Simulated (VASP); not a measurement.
# TiBe2H6 (Fm-3m) in VASP: a series of runs, part 2 of 2

VASP 6.6.1. Earlier steps stand in the parts before.

## Step 3: Single point, PBE (atoms taken out)

INCAR reads:

```
SYSTEM = TiBe2H6
PREC     = Accurate       ! precision mode
ENCUT    = 520            ! plane-wave cutoff, eV
EDIFF    = 1E-7           ! SCF threshold, eV
ISMEAR   = 0              ! smearing method
SIGMA    = 0.1            ! smearing width, eV
LREAL    = .False.        ! projectors in reciprocal space
LASPH    = .True.         ! aspherical terms in the spheres
NELM     = 100            ! most SCF steps
ALGO     = Normal         ! electronic algorithm
ISIF     = 2              ! what is computed and relaxed
LWAVE    = .False.        ! write WAVECAR
LCHARG   = .False.        ! write CHGCAR
GGA      = PE             ! functional
NBANDS   = 21             ! bands
```

KPOINTS reads:

```
regular mesh
0
Gamma
  4 4 4
  0 0 0
```

POSCAR reads:

```
TiBe2H6
1.0
    0.0000000000      3.7797944900      3.7797944900
    3.7797944900      0.0000000000      3.7797944900
    3.7797944900      3.7797944900      0.0000000000
Ti Be H
1 2 6
Direct
    0.0000000000      0.0000000000      0.0000000000
    0.7500000000      0.7500000000      0.7500000000
    0.2500000000      0.2500000000      0.2500000000
    0.5000000000      0.0000000000      0.0000000000
    0.0000000000      0.5000000000      0.5000000000
    0.0000000000      0.5000000000      0.0000000000
    0.5000000000      0.0000000000      0.5000000000
    0.0000000000      0.0000000000      0.5000000000
    0.5000000000      0.5000000000      0.0000000000
```

Potentials or basis: VASP PAW PBE potentials, release 64 (Ti_sv, Be, H).

Launch:

```
$ cat potpaw_PBE.64/Ti_sv/POTCAR potpaw_PBE.64/Be/POTCAR potpaw_PBE.64/H/POTCAR > POTCAR
$ mpirun -np 1 vasp_std > vasp.out
```

OUTCAR:

```text
SYSTEM = TiBe2H6
   PREC = Accurate
   ENCUT = 520
   EDIFF = 1E-7
   ISMEAR = 0
   LREAL = .False.
   LASPH = .True.
   NELM = 100
   ISIF = 2
   GGA = PE

 ion  position               nearest neighbor table
   1  0.000  0.000  0.000-
   2  0.750  0.750  0.750-
   3  0.250  0.250  0.250-
   4  0.500  0.000  0.000-
   5  0.000  0.500  0.500-
   6  0.000  0.500  0.000-
   7  0.500  0.000  0.500-
   8  0.000  0.000  0.500-
   9  0.500  0.500  0.000-

  LATTYP: Found a face centered cubic cell.
 ALAT       =     7.5595889800

  Lattice vectors:

 A1 = (   0.0000000000,   3.7797944900,   3.7797944900)
 A2 = (   3.7797944900,   0.0000000000,   3.7797944900)
 A3 = (   3.7797944900,   3.7797944900,   0.0000000000)

Analysis of symmetry for initial positions (statically):
=====================================================================
 Subroutine PRICEL returns:
 Original cell was already a primitive cell.

 Routine SETGRP: Setting up the symmetry group for a
 face centered cubic supercell.

 Subroutine GETGRP returns: Found 48 space group operations
 (whereof 48 operations were pure point group operations)
 out of a pool of 48 trial point group operations.

The static configuration has the point symmetry O_h .

Analysis of symmetry for dynamics (positions and initial velocities):
=====================================================================
 Subroutine PRICEL returns:
 Original cell was already a primitive cell.

 Routine SETGRP: Setting up the symmetry group for a
 face centered cubic supercell.

 Subroutine GETGRP returns: Found 48 space group operations
 (whereof 48 operations were pure point group operations)
 out of a pool of 48 trial point group operations.

The dynamic configuration has the point symmetry O_h .

 Subroutine INISYM returns: Found 48 space group operations
 (whereof 48 operations are pure point group operations),
 and found     1 'primitive' translations

----------------------------------------------------------------------------------------

                                     Primitive cell

  volume of cell :     108.0027

  direct lattice vectors                    reciprocal lattice vectors
     0.000000000  3.779794490  3.779794490    -0.132282324  0.132282324  0.132282324
     3.779794490  0.000000000  3.779794490     0.132282324 -0.132282324  0.132282324
     3.779794490  3.779794490  0.000000000     0.132282324  0.132282324 -0.132282324

  length of vectors
     5.345436631  5.345436631  5.345436631     0.229119706  0.229119706  0.229119706

  position of ions in fractional coordinates (direct lattice)
     0.000000000  0.000000000  0.000000000
     0.750000000  0.750000000  0.750000000
     0.250000000  0.250000000  0.250000000
     0.500000000  0.000000000  0.000000000
     0.000000000  0.500000000  0.500000000
     0.000000000  0.500000000  0.000000000
     0.500000000  0.000000000  0.500000000
     0.000000000  0.000000000  0.500000000
     0.500000000  0.500000000  0.000000000

  ion indices of the primitive-cell ions
[... 38 lines left out ...]
            Coordinates               Weight
  0.000000  0.000000  0.000000      1.000000
  0.250000  0.000000  0.000000      8.000000
  0.500000  0.000000  0.000000      4.000000
  0.250000  0.250000  0.000000      6.000000
  0.500000  0.250000  0.000000     24.000000
 -0.250000  0.250000  0.000000     12.000000
  0.500000  0.500000  0.000000      3.000000
 -0.250000  0.500000  0.250000      6.000000
   k-points           NKPTS =      8   k-points in BZ     NKDIM =      8   number of bands    NBANDS=     21
   number of dos      NEDOS =    301   number of ions     NIONS =      9
   total plane-waves  NPLWV =  64000
   dimension x,y,z NGX =    40 NGY =   40 NGZ =   40
   dimension x,y,z NGXF=    80 NGYF=   80 NGZF=   80
   ions per type =               1   2   6
   NGX,Y,Z   is equivalent  to a cutoff of  12.44, 12.44, 12.44 a.u.
   NGXF,Y,Z  is equivalent  to a cutoff of  24.88, 24.88, 24.88 a.u.
 SYSTEM =  TiBe2H6
   PREC   = accura    normal or accurate (medium, high low for compatibility)
   ISTART =      0    job   : 0-new  1-cont  2-samecut
   ICHARG =      2    charge: 1-file 2-atom 10-const
   ISPIN  =      1    spin polarized calculation?
   LNONCOLLINEAR =      F non collinear calculations
   LSORBIT =      F    spin-orbit coupling
   LASPH  =      T    aspherical Exc in radial PAW
   ENCUT  =  520.0 eV  38.22 Ry    6.18 a.u.   9.94  9.94  9.94*2*pi/ulx,y,z
   NELM   =    100;   NELMIN=  2; NELMDL= -5     # of ELM steps
   EDIFF  = 0.1E-06   stopping-criterion for ELM
   LREAL  =      F    real-space projection
   EDIFFG = 0.1E-05   stopping-criterion for IOM
   NSW    =      0    number of steps for IOM
   IBRION =     -1    ionic relax: 0-MD 1-quasi-New 2-CG
   NFREE  =      0    steps in history (QN), initial steepest desc. (CG)
   ISIF   =      2    stress and relaxation
   ISYM   =      2    0-nonsym 1-usesym 2-fastsym
   POTIM  = 0.5000    time-step for ionic-motion
   TEBEG  =    0.0;   TEEND  =   0.0 temperature during run
   PSTRESS=    0.0 pullay stress
   NELECT =      22.0000    total number of electrons
   NUPDOWN=      -1.0000    fix difference up-down
   EMIN   =  10.00;   EMAX   =-10.00  energy-range for DOS
   EFERMI =   0.00;   METHOD = LEGACY
   ISMEAR =     0;   SIGMA  =   0.10  broadening in eV -4-tet -1-fermi 0-gaus
   EFERMI_NEDOS =   21; number of points for ismear=-14 and -15
   IALGO  =     38    algorithm
   IMIX   =      4    mixing-type and parameters
     AMIX     =   0.40;   BMIX     =  1.00
     AMIX_MAG =   1.60;   BMIX_MAG =  1.00
  volume/ion in A,a.u.               =      12.00        80.98
  Fermi-wavevector in a.u.,A,eV,Ry     =   0.963247  1.820272 12.624087  0.927844
  Thomas-Fermi vector in A             =   2.092776
   LORBIT       =      0    0 simple, 1 ext, 2 COOP (PROOUT), +10 PAW based schemes
   GGA     = PE    functional components
   LHFCALC =     F    Hartree Fock is set to
   AEXX    =    0.0000 exact exchange contribution
   IVDW    =     0    specifies the selected vdW correction
   LEPSILON=     F    determine dielectric tensor
   LRPA    =     F    only Hartree local field effects (RPA)
 non-spin polarized calculation
 Gauss-broadening in eV      SIGMA  =   0.10
  energy-cutoff  :      520.00
  volume of cell :      108.00
 maximum number of plane-waves:      2936
   NGX = 19   NGY = 19   NGZ = 19

 number of electron      22.0000003 magnetization

 Free energy of the ion-electron system (eV)
  ---------------------------------------------------
  ext. energy  EPLUGINS =         0.00000000
  ---------------------------------------------------
  free energy    TOTEN  =       -30.39716665 eV

  energy without entropy =      -30.34450489  energy(sigma->0) =      -30.37083577

 E-fermi :   1.1117     XC(G=0):  -7.8266

 val. band max:        1.0417711114   @ k =   0.5000   0.5000   0.0000
 cond. band min:       1.1139504398   @ k =  -0.2500   0.2500   0.0000
 fundamental gap:      0.0721793284
 Fermi energy:         1.1116565125

 k-point     1 :       0.0000    0.0000    0.0000
  band No.  band energies     occupation
      1     -57.1092      2.00000
      2     -33.3470      2.00000
      3     -33.3470      2.00000
      4     -33.3470      2.00000
      5      -6.9560      2.00000
      6      -3.0999      2.00000
[... 181 lines left out ...]
     20       5.2640      0.00000
     21       6.1771      0.00000

------------------------ aborting loop because EDIFF is reached ----------------------------------------

  FORCE on cell =-STRESS in cart. coord.  units (eV):
  Direction    XX          YY          ZZ          XY          YZ          ZX
  --------------------------------------------------------------------------------------
  -------------------------------------------------------------------------------------
  Total      -13.1707108    -13.1707108    -13.1707108      0.0000000      0.0000000     -0.0000000
  in kB     -195.3823092   -195.3823092   -195.3823092      0.0000000      0.0000000     -0.0000000
  external PRESSURE =    -195.3823092 kB  Pullay stress =       0.0000000 kB

 VOLUME and BASIS-vectors are now :
 -----------------------------------------------------------------------------
  energy-cutoff  :      520.00
  volume of cell :      108.00
      direct lattice vectors                 reciprocal lattice vectors
     0.000000000  3.779794490  3.779794490    -0.132282324  0.132282324  0.132282324
     3.779794490  0.000000000  3.779794490     0.132282324 -0.132282324  0.132282324
     3.779794490  3.779794490  0.000000000     0.132282324  0.132282324 -0.132282324

 POSITION                                       TOTAL-FORCE (eV/Angst)
 -----------------------------------------------------------------------------------
      0.00000      0.00000      0.00000        -0.000000      0.000000     -0.000000
      5.66969      5.66969      5.66969         0.000000     -0.000000      0.000000
      1.88990      1.88990      1.88990         0.000000     -0.000000      0.000000
      0.00000      1.88990      1.88990        -0.000000      0.000000     -0.000000
      3.77979      1.88990      1.88990        -0.000000      0.000000     -0.000000
      1.88990      0.00000      1.88990        -0.000000      0.000000     -0.000000
      1.88990      3.77979      1.88990        -0.000000      0.000000     -0.000000
      1.88990      1.88990      0.00000        -0.000000      0.000000     -0.000000
      1.88990      1.88990      3.77979        -0.000000      0.000000     -0.000000
 -----------------------------------------------------------------------------------
    total drift:                               -0.000000     -0.000000     -0.000000

  FREE ENERGIE OF THE ION-ELECTRON SYSTEM (eV)
  ---------------------------------------------------
  free  energy   TOTEN  =       -30.3971666461 eV

  energy  without entropy=      -30.3445048852  energy(sigma->0) =      -30.37083577
```

Run time: 29 s. Hardware: 1 thread of AMD EPYC 7R43 (Zen 3), shared host; peak memory 0.2 GiB.

Results:

- Free energy: -30.3972 eV
- Pressure: -19.5 GPa
- Band gap on the k mesh: zero (bands 11 and 12 overlap by 0.41 eV)

Caveat: the cell differs from its parent crystal (atoms taken out); the cell stands under tension.

## Step 4: Relaxation of cell and atoms, PBE (atoms taken out)

INCAR reads:

```
ALGO     = Normal         # electronic algorithm
EDIFF    = 1E-7           # SCF threshold, eV
EDIFFG   = -0.04          # ionic threshold
ENCUT    = 600            # plane-wave cutoff, eV
GGA      = PE             # functional
IBRION   = 2              # ionic algorithm
ISIF     = 3              # what is computed and relaxed
ISMEAR   = 0              # smearing method
LASPH    = True           # aspherical terms in the spheres
LCHARG   = False          # write CHGCAR
LREAL    = False          # projectors in reciprocal space
LWAVE    = False          # write WAVECAR
NELM     = 80             # most SCF steps
NSW      = 90             # ionic steps
PREC     = Accurate       # precision mode
SIGMA    = 0.1            # smearing width, eV
```

KPOINTS reads:

```
k-points
0
Gamma
  4 4 4
```

POSCAR is that of step 3.

Launch:

```
$ cat potpaw_PBE.64/Ti_sv/POTCAR potpaw_PBE.64/Be/POTCAR potpaw_PBE.64/H/POTCAR > POTCAR
$ mpirun -np 1 vasp_std > vasp.out
```

It took 4.1 min on 1 thread of AMD EPYC 7R43 (Zen 3), shared host; peak memory 0.33 GiB.

Results (log left out):

```
Free energy                           : -35.0649 eV
Relaxed volume                        : 6.56 Å³/atom
Relaxed cell                          : a = 4.370 Å, b = 4.370 Å, c = 4.370 Å, α = 60.00°, β = 60.00°, γ = 60.00°
Space group after relaxing (to 0.1 Å) : Fm-3m (No. 225)
Energy gained by relaxing             : 518.5 meV/atom
Ionic steps                           : 6
Pressure after relaxing               : -0.3 GPa
Band gap on the k mesh                : zero (bands 11 and 12 overlap by 1.22 eV)
```

Step by step:
| step | energy change (eV) | largest force (eV/Å) | pressure (GPa) | volume (Å³) |
| --- | --- | --- | --- | --- |
| 1 | 0.0000 | 0.0000 | -19.47 | 108.00 |
| 2 | -2.5436 | 0.0000 | -18.25 | 86.77 |
| 3 | -1.6500 | 0.0000 | 68.64 | 40.08 |
| 4 | -4.4024 | 0.0000 | -9.52 | 66.92 |
| 5 | -4.6575 | 0.0000 | 2.27 | 57.47 |
| 6 | -4.6669 | 0.0000 | -0.25 | 59.01 |

Final structure:
```cif
data_structure
_symmetry_space_group_name_H-M 'P 1'
_symmetry_Int_Tables_number 1
_cell_length_a 4.3700
_cell_length_b 4.3700
_cell_length_c 4.3700
_cell_angle_alpha 60.000
_cell_angle_beta 60.000
_cell_angle_gamma 60.000
_cell_volume 59.01
loop_
_atom_site_label
_atom_site_type_symbol
_atom_site_fract_x
_atom_site_fract_y
_atom_site_fract_z
_atom_site_occupancy
Ti1 Ti 0.00000 0.00000 0.00000 1
Be1 Be 0.75000 0.75000 0.75000 1
Be2 Be 0.25000 0.25000 0.25000 1
H1 H 0.50000 0.00000 0.00000 1
H2 H 0.00000 0.50000 0.50000 1
H3 H 0.00000 0.50000 0.00000 1
H4 H 0.50000 0.00000 0.50000 1
H5 H 0.00000 0.00000 0.50000 1
H6 H 0.50000 0.50000 0.00000 1
```

Levels at points of the mesh, in eV from the Fermi level:
```
           k point  band 9  band 10  band 11  band 12  band 13  band 14
(0.00, 0.00, 0.00)   -2.90    -2.90     0.72     2.57     2.57     2.57
(0.50, 0.00, 0.00)   -4.83    -4.83    -0.93     0.03     0.03     1.78
(0.50, 0.50, 0.00)   -6.95    -0.91    -0.50    -0.50    -0.45     0.31
```

Caveat: the cell differs from its parent crystal (atoms taken out); the volume moved by over 15 % at a fixed basis, so the end points are rough.

## Step 5: Single point, PBE, collinear spin (atoms taken out)

INCAR reads:

```
ALGO     = Normal         # electronic algorithm
EDIFF    = 1E-6           # SCF threshold, eV
ENCUT    = 520            # plane-wave cutoff, eV
GGA      = PE             # functional
ISIF     = 2              # what is computed and relaxed
ISMEAR   = 0              # smearing method
ISPIN    = 2              # spin polarisation
LASPH    = T              # aspherical terms in the spheres
LCHARG   = F              # write CHGCAR
LMAXMIX  = 4              # l up to which the mixer works
LORBIT   = 11             # projections on sites
LREAL    = F              # projectors in reciprocal space
LWAVE    = F              # write WAVECAR
MAGMOM   = 1 0 0 0 0 0 0 0 0 # initial moments
NBANDS   = 25             # bands
NELM     = 150            # most SCF steps
PREC     = Accurate       # precision mode
SIGMA    = 0.1            # smearing width, eV
```

KPOINTS reads:

```
k-points
0
Gamma
  6 6 6
```

POSCAR: that of step 4 with these lines changed.

```diff
@@ -2,5 +2,5 @@
 1.0
-    0.0000000000      3.7797944900      3.7797944900
-    3.7797944900      0.0000000000      3.7797944900
-    3.7797944900      3.7797944900      0.0000000000
+    0.0000000000      3.0896777869      3.0896777869
+    3.0896777869      0.0000000000      3.0896777869
+    3.0896777869      3.0896777869      0.0000000000
 Ti Be H
```

Launch:

```
$ cat potpaw_PBE.64/Ti_sv/POTCAR potpaw_PBE.64/Be/POTCAR potpaw_PBE.64/H/POTCAR > POTCAR
$ mpirun -np 1 vasp_std > vasp.out
```

Run time: 92 s. Hardware: 1 thread of AMD EPYC 7R43 (Zen 3), shared host; peak memory 0.19 GiB.

The run converged. Its results:

```yaml
Free_energy: -35.0313 eV
Pressure: -0.1 GPa
Band_gap_on_the_k_mesh: zero (filled and empty bands overlap)
Net_moment: 0.00 μB per cell
Valence_electrons_inside_the_program's_atomic_spheres: Ti 10.21; Be 1.16; H 0.58
```

Levels at points of the mesh, in eV from the Fermi level:
Spin up:
```tsv
k point	band 8	band 9	band 10	band 11	band 12	band 13	band 14	band 15
(0.00, 0.00, 0.00)	-6.79	-2.81	-2.81	0.86	2.61	2.61	2.61	2.70
(0.50, 0.00, 0.00)	-5.63	-4.72	-4.72	-0.86	0.09	0.09	1.91	2.71
(0.50, 0.50, 0.00)	-6.84	-6.84	-0.79	-0.45	-0.45	-0.37	0.36	2.73
```
Spin down:
| k point | band 9 | band 10 | band 11 | band 12 | band 13 | band 14 |
| --- | --- | --- | --- | --- | --- | --- |
| (0.00, 0.00, 0.00) | -2.81 | -2.81 | 0.86 | 2.61 | 2.61 | 2.61 |
| (0.50, 0.00, 0.00) | -4.72 | -4.72 | -0.86 | 0.09 | 0.09 | 1.91 |
| (0.50, 0.50, 0.00) | -6.84 | -0.79 | -0.45 | -0.45 | -0.37 | 0.36 |

Caveat: the cell differs from its parent crystal (atoms taken out).

## Step 6: Overview

| task | spin | cell | k mesh | cutoff (eV) | gap on the mesh (eV) | pressure (GPa) |
| --- | --- | --- | --- | --- | --- | --- |
| single point | off | a = 4.369 Å, angles 60.0°, 9 atoms | 4 × 4 × 4 | 520 | none | -0.4 |
| single point | off | a = 5.345 Å, angles 60.0°, 9 atoms | 4 × 4 × 4 | 520 | none | -19.5 |
| relaxation of cell and atoms | off | relaxed from a = 5.345 Å, angles 60.0°, 9 atoms | 4 × 4 × 4 | 600 | none | -0.3 |
| single point | collinear | a = 4.369 Å, angles 60.0°, 9 atoms | 6 × 6 × 6 | 520 | none | -0.1 |

Alike in all rows: level PBE; potentials or basis VASP PAW PBE potentials, release 64 (Ti_sv, Be, H); smearing gaussian 0.1 eV.

Caveats: some runs use coarse meshes; the cell stands under tension (at least some runs); the volume moved by over 15 % at a fixed basis, so the end points are rough (at least some runs).

Absolute energies hang on the potentials; compare differences alone.
